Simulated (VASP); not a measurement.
Wanted: the native input for a VASP 6.6.1 run.

* Task: electric field gradients
* Functional: LDA
* Potentials or basis: VASP PAW LDA potentials, release 64 (Ag, Cl)
* Cutoff: 520 eV
* k mesh: 8 × 8 × 8
* Occupations: fermi-dirac, width 0.02 eV
* Spin: no spin polarisation
* Dipole correction: no
* Further INCAR settings: ALGO = Normal; EDIFF = 1e-08; NBANDS = 16

The structure of AgCl lies in POSCAR:

```
AgCl
1.0
    0.0000000000      2.8008815000      2.7731500000
    2.8008815000      0.0000000000      2.7731500000
    2.8008815000      2.8008815000      0.0000000000
Ag Cl
1 1
Direct
    0.5000000000      0.5000000000      0.5000000000
    0.0000000000      0.0000000000      0.0000000000
```

This cell differs from its parent crystal: equal xx and yy strain of +1 %.

One way to write it, as run:

INCAR

```
SYSTEM = AgCl
ALGO = Normal ; EDIFF = 1E-8
ENCUT = 520 ; ISIF = 2
ISMEAR = -1 ; LASPH = .TRUE.
LCHARG = .FALSE. ; LEFG = .TRUE.
LREAL = .FALSE. ; LWAVE = .FALSE.
NBANDS = 16 ; NELM = 80
PREC = Accurate ; SIGMA = 0.02
```

KPOINTS

```
k-points
0
G
  8 8 8
  0 0 0
```

Potentials or basis: VASP PAW LDA potentials, release 64 (Ag, Cl).

Run with:

```sh
$ cat potpaw_LDA.64/Ag/POTCAR potpaw_LDA.64/Cl/POTCAR > POTCAR
$ mpirun -np 1 vasp_std > vasp.out
```

It gave:

| Quantity | Value |
| --- | --- |
| Pressure | -6.3 GPa |
| Band gap on the k mesh | 0.62 eV, indirect (least direct gap 2.86 eV) |

Caveat: the cell differs from its parent crystal (equal xx and yy strain of +1 %); without QUAD_EFG the Cq values of the log hold for a quadrupole moment of 1 mb, not for the nuclei.

Run time: 57 s on 1 thread of Intel Xeon 8259CL (shared host), peak memory 0.17 GiB.
